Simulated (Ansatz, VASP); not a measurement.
# MnO in VASP and in Ansatz

```
CELL_PARAMETERS angstrom
0.00000 2.22127 2.22127
2.22127 0.00000 2.22127
2.22127 2.22127 0.00000
ATOMIC_POSITIONS crystal
Mn 0.00000 0.00000 0.00000
O 0.50000 0.50000 0.50000
```

Alike in both runs: functional PBE; k mesh 16 × 16 × 16; occupations gaussian, width 0.1 eV; collinear spin.

Ansatz relaxed the structure, and its values are those at the end. VASP's run is a single point on that final structure, the one shown.

|  | VASP | Ansatz |
| --- | --- | --- |
| version | VASP 6.6.1 | Ansatz 0.2.0 |
| potentials or method | VASP PAW PBE potentials, release 64 (Mn_pv, O), cutoff 520 eV | scalar-relativistic, plane waves, PAW |
| valence electrons in the cell | 19 | 21 |

Ansatz gave:

| Item | Value |
| --- | --- |
| gap on the k mesh at the Fermi level (eV) | none |
| pressure (GPa) | 0.0 |
| net moment per atom (μB) | 2.38 |
| size of the moment on the site where the two differ most (μB) | 4.04 |

What did VASP give for the same quantities?

gap on the k mesh at the Fermi level (eV): none; pressure (GPa): 0.2; net moment per atom (μB): 2.38; size of the moment on the site where the two differ most (μB): 4.32.

Site moments also hang on the region over which each program counts them. A gap of «none» marks a metal or a gap that the smearing closes. VASP's potentials hold 19 valence electrons a cell and Ansatz's 21, so a difference there can come from the potentials and not from the codes.
